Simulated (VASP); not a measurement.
# Sn (Fd-3m) in VASP: a series of runs, part 2 of 2

VASP 6.6.1. The steps go on from the part before.

## 3. Electric field gradients, PBE (volume scaled by 0.9405)

Contents of INCAR:

```
PREC = Accurate
ENCUT = 520
EDIFF = 1E-8
ISMEAR = -1
SIGMA = 0.03
LREAL = F
LASPH = T
NELM = 60
ALGO = Normal
ISIF = 2
LWAVE = F
LCHARG = F
GGA = PE
LEFG = T
NBANDS = 21
```

Contents of KPOINTS:

```
regular mesh
0
Gamma
  9 9 9
```

Contents of POSCAR:

```
Sn
1.0
    0.0000000000      3.1799082881      3.1799082881
    3.1799082881      0.0000000000      3.1799082881
    3.1799082881      3.1799082881      0.0000000000
Sn
2
Direct
    0.5000000000      0.5000000000      0.5000000000
    0.7500000000      0.7500000000      0.7500000000
```

Potentials or basis: VASP PAW PBE potentials, release 64 (Sn_d).

Launch:

```
$ cat potpaw_PBE.64/Sn_d/POTCAR > POTCAR
$ mpirun -np 1 vasp_std > vasp.out
```

OUTCAR:

```text
PREC = Accurate
   ENCUT = 520
   EDIFF = 1E-8
   ISMEAR = -1
   LREAL = F
   LASPH = T
   NELM = 60
   ISIF = 2
   GGA = PE

 ion  position               nearest neighbor table
   1  0.500  0.500  0.500-   2 2.75   2 2.75   2 2.75   2 2.75
   2  0.750  0.750  0.750-   1 2.75   1 2.75   1 2.75   1 2.75

  LATTYP: Found a face centered cubic cell.
 ALAT       =     6.3598165762

  Lattice vectors:

 A1 = (   0.0000000000,   3.1799082881,   3.1799082881)
 A2 = (   3.1799082881,   0.0000000000,   3.1799082881)
 A3 = (   3.1799082881,   3.1799082881,   0.0000000000)

Analysis of symmetry for initial positions (statically):
=====================================================================
 Subroutine PRICEL returns:
 Original cell was already a primitive cell.

 Routine SETGRP: Setting up the symmetry group for a
 face centered cubic supercell.

 Subroutine GETGRP returns: Found 48 space group operations
 (whereof 24 operations were pure point group operations)
 out of a pool of 48 trial point group operations.

The static configuration has the point symmetry T_d .
 The point group associated with its full space group is O_h .

Analysis of symmetry for dynamics (positions and initial velocities):
=====================================================================
 Subroutine PRICEL returns:
 Original cell was already a primitive cell.

 Routine SETGRP: Setting up the symmetry group for a
 face centered cubic supercell.

 Subroutine GETGRP returns: Found 48 space group operations
 (whereof 24 operations were pure point group operations)
 out of a pool of 48 trial point group operations.

The dynamic configuration has the point symmetry T_d .
 The point group associated with its full space group is O_h .

 Subroutine INISYM returns: Found 48 space group operations
 (whereof 24 operations are pure point group operations),
 and found     1 'primitive' translations

----------------------------------------------------------------------------------------

                                     Primitive cell

  volume of cell :      64.3093

  direct lattice vectors                    reciprocal lattice vectors
     0.000000000  3.179908288  3.179908288    -0.157237239  0.157237239  0.157237239
     3.179908288  0.000000000  3.179908288     0.157237239 -0.157237239  0.157237239
     3.179908288  3.179908288  0.000000000     0.157237239  0.157237239 -0.157237239

  length of vectors
     4.497069428  4.497069428  4.497069428     0.272342887  0.272342887  0.272342887

  position of ions in fractional coordinates (direct lattice)
     0.500000000  0.500000000  0.500000000
     0.750000000  0.750000000  0.750000000

  ion indices of the primitive-cell ions
   primitive index   ion index
                 1           1
                 2           2
[... 66 lines left out ...]
   ISPIN  =      1    spin polarized calculation?
   LNONCOLLINEAR =      F non collinear calculations
   LSORBIT =      F    spin-orbit coupling
   LASPH  =      T    aspherical Exc in radial PAW
   ENCUT  =  520.0 eV  38.22 Ry    6.18 a.u.   8.36  8.36  8.36*2*pi/ulx,y,z
   NELM   =     60;   NELMIN=  2; NELMDL= -5     # of ELM steps
   EDIFF  = 0.1E-07   stopping-criterion for ELM
   LREAL  =      F    real-space projection
   EDIFFG = 0.1E-06   stopping-criterion for IOM
   NSW    =      0    number of steps for IOM
   IBRION =     -1    ionic relax: 0-MD 1-quasi-New 2-CG
   NFREE  =      0    steps in history (QN), initial steepest desc. (CG)
   ISIF   =      2    stress and relaxation
   ISYM   =      2    0-nonsym 1-usesym 2-fastsym
   POTIM  = 0.5000    time-step for ionic-motion
   TEBEG  =    0.0;   TEEND  =   0.0 temperature during run
   PSTRESS=    0.0 pullay stress
   NELECT =      28.0000    total number of electrons
   NUPDOWN=      -1.0000    fix difference up-down
   EMIN   =  10.00;   EMAX   =-10.00  energy-range for DOS
   EFERMI =   0.00;   METHOD = LEGACY
   ISMEAR =    -1;   SIGMA  =   0.03  broadening in eV -4-tet -1-fermi 0-gaus
   EFERMI_NEDOS =   21; number of points for ismear=-14 and -15
   IALGO  =     38    algorithm
   IMIX   =      4    mixing-type and parameters
     AMIX     =   0.40;   BMIX     =  1.00
     AMIX_MAG =   1.60;   BMIX_MAG =  1.00
  volume/ion in A,a.u.               =      32.15       216.99
  Fermi-wavevector in a.u.,A,eV,Ry     =   1.240803  2.344778 20.947430  1.539593
  Thomas-Fermi vector in A             =   2.375228
   LORBIT       =      0    0 simple, 1 ext, 2 COOP (PROOUT), +10 PAW based schemes
   GGA     = PE    functional components
   LHFCALC =     F    Hartree Fock is set to
   AEXX    =    0.0000 exact exchange contribution
   IVDW    =     0    specifies the selected vdW correction
   LEPSILON=     F    determine dielectric tensor
   LRPA    =     F    only Hartree local field effects (RPA)
 non-spin polarized calculation
  energy-cutoff  :      520.00
  volume of cell :       64.31
 maximum number of plane-waves:      1759
 NGX is ok and might be reduce to    36
   NGX = 17   NGY = 17   NGZ = 17

 number of electron      28.0000004 magnetization

 Free energy of the ion-electron system (eV)
  ---------------------------------------------------
  ext. energy  EPLUGINS =         0.00000000
  ---------------------------------------------------
  free energy    TOTEN  =        -7.51577333 eV

  energy without entropy =       -7.51538084  energy(sigma->0) =       -7.51557709

 E-fermi :   6.3823     XC(G=0):  -9.1437

 val. band max:        6.1376467152   @ k =   0.1111   0.0000   0.0000
 cond. band min:       6.3956524052   @ k =   0.0000   0.0000   0.0000
 fundamental gap:      0.2580056900
 Fermi energy:         6.3823388715

 k-point     1 :       0.0000    0.0000    0.0000
  band No.  band energies     occupation
      1     -15.5099      2.00000
      2     -15.5099      2.00000
      3     -15.5099      2.00000
      4     -15.4415      2.00000
      5     -15.4415      2.00000
      6     -15.0792      2.00000
[... 565 lines left out ...]
     20      16.6559      0.00000
     21      16.6673      0.00000

 [... further k-points ...]
[... 5 lines left out ...]
  --------------------------------------------------------------------------------------
  -------------------------------------------------------------------------------------
  Total        2.6937387      2.6937387      2.6937387      0.0000000      0.0000000      0.0000000
  in kB       67.1107774     67.1107774     67.1107774      0.0000000      0.0000000      0.0000000
  external PRESSURE =      67.1107774 kB  Pullay stress =       0.0000000 kB

 VOLUME and BASIS-vectors are now :
 -----------------------------------------------------------------------------
  energy-cutoff  :      520.00
  volume of cell :       64.31
      direct lattice vectors                 reciprocal lattice vectors
     0.000000000  3.179908288  3.179908288    -0.157237239  0.157237239  0.157237239
     3.179908288  0.000000000  3.179908288     0.157237239 -0.157237239  0.157237239
     3.179908288  3.179908288  0.000000000     0.157237239  0.157237239 -0.157237239

 POSITION                                       TOTAL-FORCE (eV/Angst)
 -----------------------------------------------------------------------------------
      3.17991      3.17991      3.17991         0.000000      0.000000      0.000000
      4.76986      4.76986      4.76986        -0.000000     -0.000000     -0.000000
 -----------------------------------------------------------------------------------
    total drift:                                0.000000      0.000000      0.000000

  FREE ENERGIE OF THE ION-ELECTRON SYSTEM (eV)
  ---------------------------------------------------
  free  energy   TOTEN  =        -7.5157733337 eV

  energy  without entropy=       -7.5153808449  energy(sigma->0) =       -7.51557709

 Electric field gradients (V/A^2)
---------------------------------------------------------------------
 ion       V_xx      V_yy      V_zz      V_xy      V_xz      V_yz
---------------------------------------------------------------------
   1      -0.000    -0.000     0.000    -0.002    -0.002    -0.002
   2      -0.000    -0.000     0.000    -0.002    -0.002    -0.002
---------------------------------------------------------------------

 Electric field gradients after diagonalization (V/A^2)
 (convention: |V_zz| > |V_xx| > |V_yy|)
----------------------------------------------------------------------
 ion       V_xx      V_yy      V_zz     asymmetry (V_yy - V_xx)/ V_zz
----------------------------------------------------------------------
   1       0.002     0.002    -0.004       0.000
   2       0.002     0.002    -0.004       0.000
----------------------------------------------------------------------

           NMR quadrupolar parameters

 Cq : quadrupolar parameter    Cq=e*Q*V_zz/h
 eta: asymmetry parameters     (V_yy - V_xx)/ V_zz
 Q  : nuclear electric quadrupole moment in mb (millibarn)
----------------------------------------------------------------------
 ion       Cq(MHz)       eta       Q (mb)
----------------------------------------------------------------------
   1      -0.000       0.000       1.000
   2      -0.000       0.000       1.000
----------------------------------------------------------------------
```

stdout:

```text
POSCAR found type information on POSCAR Sn
 POSCAR found :  1 types and       2 ions
 scaLAPACK will be used
 LDA part: xc-table for (Slater+PW92), standard interpolation
 POSCAR, INCAR and KPOINTS ok, starting setup
 FFT: planning ... GRIDC
 FFT: planning ... GRID_SOFT
 FFT: planning ... GRID
 WAVECAR not read
 entering main loop
ion   1

ion   2
```

Run time: 57 s. Hardware: 1 thread of Intel Xeon Platinum 8259CL at 2.50GHz (Skylake/Cascade Lake), shared host; peak memory 0.21 GiB.

What came out:

- Free energy: -7.5158 eV
- Pressure: 6.7 GPa
- Band gap on the k mesh: zero (filled and empty bands touch)

Levels at points of the mesh, in eV from the Fermi level:
| k point | band 10 | band 11 | band 12 | band 13 | band 14 | band 15 | band 16 | band 17 | band 18 | band 19 |
| --- | --- | --- | --- | --- | --- | --- | --- | --- | --- | --- |
| (0.00, 0.00, 0.00) | -21.44 | -11.10 | -0.28 | 0.01 | 0.01 | 0.01 | 2.09 | 2.09 | 2.09 | 4.98 |

Caveat: without QUAD_EFG the Cq values of the log hold for a quadrupole moment of 1 mb, not for the nuclei; spin-orbit coupling is left out, which moves the levels of the heavy elements.
